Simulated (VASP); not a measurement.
# BaZrO3 (Pm-3m) in VASP: a series of runs

Runs on BaZrO3. Level: PBE. Tasks: single point, relaxation of the atoms.

All numbers are computed with VASP 6.6.1; they aren't measurements. Logs are shortened: lines on timing, memory, paths and dates and some standing lists are left out, and cuts for length are marked.

## Step 1: The cell of the first run

The structure is cubic, space group Pm-3m (No. 221). The conventional cell has a = 4.191 Å, b = 4.191 Å, c = 4.191 Å, α = 90.00°, β = 90.00°, γ = 90.00°. Within 3.9 Å of Ba (site symmetry m-3m) lie 12 O at 2.96 Å and 8 Zr at 3.63 Å. Within 2.8 Å of Zr (site symmetry m-3m) lie 6 O at 2.10 Å. O (site symmetry 4/mmm) has 2 Zr at 2.10 Å within 2.8 Å.

## Step 2: Single point, PBE

The input, INCAR:

```
PREC = Accurate ; ENCUT = 520
EDIFF = 1E-6 ; ISMEAR = -1
SIGMA = 0.02 ; LREAL = False
LASPH = True ; NELM = 60
ALGO = Normal ; ISIF = 2
LWAVE = False ; LCHARG = False
GGA = PE ; NBANDS = 28
```

The input, KPOINTS:

```
Automatic mesh
0
Gamma
  5 5 5
```

The input, POSCAR:

```
BaZrO3
1.0
    4.1913400000      0.0000000000      0.0000000000
    0.0000000000      4.1913400000      0.0000000000
    0.0000000000      0.0000000000      4.1913400000
Ba Zr O
1 1 3
Direct
    0.0000000000      0.0000000000      0.0000000000
    0.5000000000      0.5000000000      0.5000000000
    0.0000000000      0.5000000000      0.5000000000
    0.5000000000      0.0000000000      0.5000000000
    0.5000000000      0.5000000000      0.0000000000
```

Potentials or basis: VASP PAW PBE potentials, release 64 (Ba_sv, Zr_sv, O).

The run is started by

```console
$ cat potpaw_PBE.64/Ba_sv/POTCAR potpaw_PBE.64/Zr_sv/POTCAR potpaw_PBE.64/O/POTCAR > POTCAR
$ mpirun -np 1 vasp_std > vasp.out
```

OUTCAR:

```text
PREC = Accurate
   ENCUT = 520
   EDIFF = 1E-6
   ISMEAR = -1
   LREAL = False
   LASPH = True
   NELM = 60
   ISIF = 2
   GGA = PE

 ion  position               nearest neighbor table
   1  0.000  0.000  0.000-   3 2.96   4 2.96   5 2.96   3 2.96   4 2.96   3 2.96   5 2.96   3 2.96
                             4 2.96   5 2.96   4 2.96   5 2.96   2 3.63   2 3.63   2 3.63   2 3.63
   2  0.500  0.500  0.500-   3 2.10   4 2.10   5 2.10   5 2.10   4 2.10   3 2.10   1 3.63   1 3.63
                             1 3.63   1 3.63   1 3.63   1 3.63   1 3.63   1 3.63
   3  0.000  0.500  0.500-   2 2.10   2 2.10   1 2.96   1 2.96   1 2.96   1 2.96
   4  0.500  0.000  0.500-   2 2.10   2 2.10   1 2.96   1 2.96   1 2.96   1 2.96
   5  0.500  0.500  0.000-   2 2.10   2 2.10   1 2.96   1 2.96   1 2.96   1 2.96

  LATTYP: Found a simple cubic cell.
 ALAT       =     4.1913400000

  Lattice vectors:

 A1 = (   4.1913400000,   0.0000000000,   0.0000000000)
 A2 = (   0.0000000000,   4.1913400000,   0.0000000000)
 A3 = (   0.0000000000,   0.0000000000,   4.1913400000)

Analysis of symmetry for initial positions (statically):
=====================================================================
 Subroutine PRICEL returns:
 Original cell was already a primitive cell.

 Routine SETGRP: Setting up the symmetry group for a
 simple cubic supercell.

 Subroutine GETGRP returns: Found 48 space group operations
 (whereof 48 operations were pure point group operations)
 out of a pool of 48 trial point group operations.

The static configuration has the point symmetry O_h .

Analysis of symmetry for dynamics (positions and initial velocities):
=====================================================================
 Subroutine PRICEL returns:
 Original cell was already a primitive cell.

 Routine SETGRP: Setting up the symmetry group for a
 simple cubic supercell.

 Subroutine GETGRP returns: Found 48 space group operations
 (whereof 48 operations were pure point group operations)
 out of a pool of 48 trial point group operations.

The dynamic configuration has the point symmetry O_h .

 Subroutine INISYM returns: Found 48 space group operations
 (whereof 48 operations are pure point group operations),
 and found     1 'primitive' translations

----------------------------------------------------------------------------------------

                                     Primitive cell

  volume of cell :      73.6307

  direct lattice vectors                    reciprocal lattice vectors
     4.191340000  0.000000000  0.000000000     0.238587182  0.000000000  0.000000000
     0.000000000  4.191340000  0.000000000     0.000000000  0.238587182  0.000000000
     0.000000000  0.000000000  4.191340000     0.000000000  0.000000000  0.238587182

  length of vectors
     4.191340000  4.191340000  4.191340000     0.238587182  0.238587182  0.238587182

  position of ions in fractional coordinates (direct lattice)
     0.000000000  0.000000000  0.000000000
     0.500000000  0.500000000  0.500000000
     0.000000000  0.500000000  0.500000000
     0.500000000  0.000000000  0.500000000
     0.500000000  0.500000000  0.000000000

  ion indices of the primitive-cell ions
   primitive index   ion index
                 1           1
                 2           2
                 3           3
                 4           4
                 5           5

----------------------------------------------------------------------------------------

 KPOINTS: Automatic mesh

Automatic generation of k-mesh.
 Grid dimensions read from file:
 generate k-points for:    5    5    5

 Generating k-lattice:

  Cartesian coordinates                     Fractional coordinates (reciprocal lattice)
     0.047717436  0.000000000  0.000000000     0.200000000  0.000000000  0.000000000
     0.000000000  0.047717436  0.000000000     0.000000000  0.200000000  0.000000000
     0.000000000  0.000000000  0.047717436     0.000000000  0.000000000  0.200000000

  Length of vectors
     0.047717436  0.047717436  0.047717436

  Shift w.r.t. Gamma in fractional coordinates (k-lattice)
     0.000000000  0.000000000  0.000000000

 Subroutine IBZKPT returns following result:
 ===========================================

 Found     10 irreducible k-points:

 Following reciprocal coordinates:
            Coordinates               Weight
  0.000000  0.000000  0.000000      1.000000
  0.200000  0.000000  0.000000      6.000000
  0.400000  0.000000  0.000000      6.000000
  0.200000  0.200000  0.000000     12.000000
  0.400000  0.200000  0.000000     24.000000
  0.400000  0.400000  0.000000     12.000000
  0.200000  0.200000  0.200000      8.000000
  0.400000  0.200000  0.200000     24.000000
  0.400000  0.400000  0.200000     24.000000
  0.400000  0.400000  0.400000      8.000000
   k-points           NKPTS =     10   k-points in BZ     NKDIM =     10   number of bands    NBANDS=     28
   number of dos      NEDOS =    301   number of ions     NIONS =      5
   total plane-waves  NPLWV =  32768
   dimension x,y,z NGX =    32 NGY =   32 NGZ =   32
   dimension x,y,z NGXF=    64 NGYF=   64 NGZF=   64
   ions per type =               1   1   3
   NGX,Y,Z   is equivalent  to a cutoff of  12.69, 12.69, 12.69 a.u.
   NGXF,Y,Z  is equivalent  to a cutoff of  25.39, 25.39, 25.39 a.u.
 SYSTEM =  unknown system
   PREC   = accura    normal or accurate (medium, high low for compatibility)
   ISTART =      0    job   : 0-new  1-cont  2-samecut
   ICHARG =      2    charge: 1-file 2-atom 10-const
   ISPIN  =      1    spin polarized calculation?
   LNONCOLLINEAR =      F non collinear calculations
   LSORBIT =      F    spin-orbit coupling
   LASPH  =      T    aspherical Exc in radial PAW
   ENCUT  =  520.0 eV  38.22 Ry    6.18 a.u.   7.79  7.79  7.79*2*pi/ulx,y,z
   NELM   =     60;   NELMIN=  2; NELMDL= -5     # of ELM steps
   EDIFF  = 0.1E-05   stopping-criterion for ELM
   LREAL  =      F    real-space projection
   EDIFFG = 0.1E-04   stopping-criterion for IOM
   NSW    =      0    number of steps for IOM
   IBRION =     -1    ionic relax: 0-MD 1-quasi-New 2-CG
   NFREE  =      0    steps in history (QN), initial steepest desc. (CG)
   ISIF   =      2    stress and relaxation
   ISYM   =      2    0-nonsym 1-usesym 2-fastsym
   POTIM  = 0.5000    time-step for ionic-motion
   TEBEG  =    0.0;   TEEND  =   0.0 temperature during run
   PSTRESS=    0.0 pullay stress
   NELECT =      40.0000    total number of electrons
   NUPDOWN=      -1.0000    fix difference up-down
   EMIN   =  10.00;   EMAX   =-10.00  energy-range for DOS
   EFERMI =   0.00;   METHOD = LEGACY
   ISMEAR =    -1;   SIGMA  =   0.02  broadening in eV -4-tet -1-fermi 0-gaus
   EFERMI_NEDOS =   21; number of points for ismear=-14 and -15
   IALGO  =     38    algorithm
   IMIX   =      4    mixing-type and parameters
     AMIX     =   0.40;   BMIX     =  1.00
     AMIX_MAG =   1.60;   BMIX_MAG =  1.00
  volume/ion in A,a.u.               =      14.73        99.38
  Fermi-wavevector in a.u.,A,eV,Ry     =   1.335802  2.524299 24.277770  1.784366
  Thomas-Fermi vector in A             =   2.464478
   LORBIT       =      0    0 simple, 1 ext, 2 COOP (PROOUT), +10 PAW based schemes
   GGA     = PE    functional components
   LHFCALC =     F    Hartree Fock is set to
   AEXX    =    0.0000 exact exchange contribution
   IVDW    =     0    specifies the selected vdW correction
   LEPSILON=     F    determine dielectric tensor
   LRPA    =     F    only Hartree local field effects (RPA)
 non-spin polarized calculation
  energy-cutoff  :      520.00
  volume of cell :       73.63
 maximum number of plane-waves:      1993
 NGX is ok and might be reduce to    32
   NGX = 15   NGY = 15   NGZ = 15

 number of electron      40.0000000 magnetization

 Free energy of the ion-electron system (eV)
  ---------------------------------------------------
  ext. energy  EPLUGINS =         0.00000000
  ---------------------------------------------------
  free energy    TOTEN  =       -41.68482507 eV

  energy without entropy =      -41.68482507  energy(sigma->0) =      -41.68482507

 E-fermi :   4.2574     XC(G=0): -10.7713

 val. band max:        3.6854276199   @ k =   0.4000   0.4000   0.4000
 cond. band min:       6.9780142330   @ k =   0.0000   0.0000   0.0000
 fundamental gap:      3.2925866131
 Fermi energy:         4.2573995361

 k-point     1 :       0.0000    0.0000    0.0000
  band No.  band energies     occupation
      1     -43.2310      2.00000
      2     -21.5265      2.00000
      3     -21.3920      2.00000
      4     -21.3920      2.00000
      5     -21.3920      2.00000
      6     -12.5822      2.00000
[... 20 lines left out ...]
     27      11.2359      0.00000
     28      11.2359      0.00000

 k-point     2 :       0.2000    0.0000    0.0000
  band No.  band energies     occupation
      1     -43.2299      2.00000
      2     -21.6315      2.00000
      3     -21.3897      2.00000
      4     -21.3897      2.00000
      5     -21.3539      2.00000
      6     -12.6051      2.00000
[... 20 lines left out ...]
     27      11.2369      0.00000
     28      11.8648      0.00000

 k-point     3 :       0.4000    0.0000    0.0000
  band No.  band energies     occupation
      1     -43.2280      2.00000
      2     -21.7732      2.00000
      3     -21.3858      2.00000
      4     -21.3858      2.00000
      5     -21.3134      2.00000
      6     -12.7303      2.00000
[... 20 lines left out ...]
     27      11.2252      0.00000
     28      12.2203      0.00000

 k-point     4 :       0.2000    0.2000    0.0000
  band No.  band energies     occupation
      1     -43.2287      2.00000
      2     -21.6414      2.00000
      3     -21.4789      2.00000
      4     -21.3874      2.00000
      5     -21.3239      2.00000
      6     -12.5335      2.00000
[... 20 lines left out ...]
     27      11.8404      0.00000
     28      11.8500      0.00000

 k-point     5 :       0.4000    0.2000    0.0000
  band No.  band energies     occupation
      1     -43.2268      2.00000
      2     -21.7323      2.00000
      3     -21.4827      2.00000
      4     -21.3836      2.00000
      5     -21.3341      2.00000
      6     -12.5698      2.00000
[... 20 lines left out ...]
     27      11.6935      0.00000
     28      12.1240      0.00000

 k-point     6 :       0.4000    0.4000    0.0000
  band No.  band energies     occupation
      1     -43.2250      2.00000
      2     -21.6555      2.00000
      3     -21.6133      2.00000
      4     -21.3968      2.00000
      5     -21.3800      2.00000
      6     -12.4546      2.00000
[... 20 lines left out ...]
     27      12.4916      0.00000
     28      12.5063      0.00000

 k-point     7 :       0.2000    0.2000    0.2000
  band No.  band energies     occupation
      1     -43.2275      2.00000
      2     -21.6318      2.00000
      3     -21.4762      2.00000
      4     -21.4762      2.00000
      5     -21.3165      2.00000
      6     -12.3143      2.00000
[... 20 lines left out ...]
     27      12.3473      0.00000
     28      12.3473      0.00000

 k-point     8 :       0.4000    0.2000    0.2000
  band No.  band energies     occupation
      1     -43.2257      2.00000
      2     -21.6984      2.00000
      3     -21.4860      2.00000
      4     -21.4718      2.00000
      5     -21.3492      2.00000
      6     -12.2977      2.00000
[... 20 lines left out ...]
     27      11.6428      0.00000
     28      12.2739      0.00000

 k-point     9 :       0.4000    0.4000    0.2000
  band No.  band energies     occupation
      1     -43.2238      2.00000
      2     -21.6389      2.00000
      3     -21.6101      2.00000
      4     -21.4707      2.00000
      5     -21.3964      2.00000
      6     -12.1107      2.00000
[... 20 lines left out ...]
     27      11.7306      0.00000
     28      12.7324      0.00000

 k-point    10 :       0.4000    0.4000    0.4000
  band No.  band energies     occupation
      1     -43.2220      2.00000
      2     -21.6125      2.00000
      3     -21.6048      2.00000
      4     -21.6048      2.00000
      5     -21.4007      2.00000
      6     -11.5463      2.00000
[... 20 lines left out ...]
     27      12.5680      0.00000
     28      12.5680      0.00000

------------------------ aborting loop because EDIFF is reached ----------------------------------------

  FORCE on cell =-STRESS in cart. coord.  units (eV):
  Direction    XX          YY          ZZ          XY          YZ          ZX
  --------------------------------------------------------------------------------------
  -------------------------------------------------------------------------------------
  Total        2.3420114      2.3420114      2.3420114      0.0000000      0.0000000      0.0000000
  in kB       50.9613491     50.9613491     50.9613491      0.0000000      0.0000000      0.0000000
  external PRESSURE =      50.9613491 kB  Pullay stress =       0.0000000 kB

 VOLUME and BASIS-vectors are now :
 -----------------------------------------------------------------------------
  energy-cutoff  :      520.00
  volume of cell :       73.63
      direct lattice vectors                 reciprocal lattice vectors
     4.191340000  0.000000000  0.000000000     0.238587182  0.000000000  0.000000000
     0.000000000  4.191340000  0.000000000     0.000000000  0.238587182  0.000000000
     0.000000000  0.000000000  4.191340000     0.000000000  0.000000000  0.238587182

 POSITION                                       TOTAL-FORCE (eV/Angst)
 -----------------------------------------------------------------------------------
      0.00000      0.00000      0.00000         0.000000      0.000000      0.000000
      2.09567      2.09567      2.09567         0.000000      0.000000      0.000000
      0.00000      2.09567      2.09567         0.000000      0.000000      0.000000
      2.09567      0.00000      2.09567         0.000000      0.000000      0.000000
      2.09567      2.09567      0.00000         0.000000      0.000000      0.000000
 -----------------------------------------------------------------------------------
    total drift:                                0.000000     -0.000000     -0.000000

  FREE ENERGIE OF THE ION-ELECTRON SYSTEM (eV)
  ---------------------------------------------------
  free  energy   TOTEN  =       -41.6848250651 eV

  energy  without entropy=      -41.6848250651  energy(sigma->0) =      -41.68482507
```

Wall time 9.6 s (1 thread of AMD EPYC 9R45 (Zen 5), shared host); peak memory 0.15 GiB.

Results:

```yaml
Free_energy: -41.6848 eV
Pressure: 5.1 GPa
Band_gap_on_the_k_mesh: 3.29 eV, indirect (least direct gap 3.41 eV)
```

Caveat: spin-orbit coupling is left out, which moves the levels of the heavy elements. A hybrid or GW would open this gap; PBE tends to underestimate it.

[end of part 1 of 2]
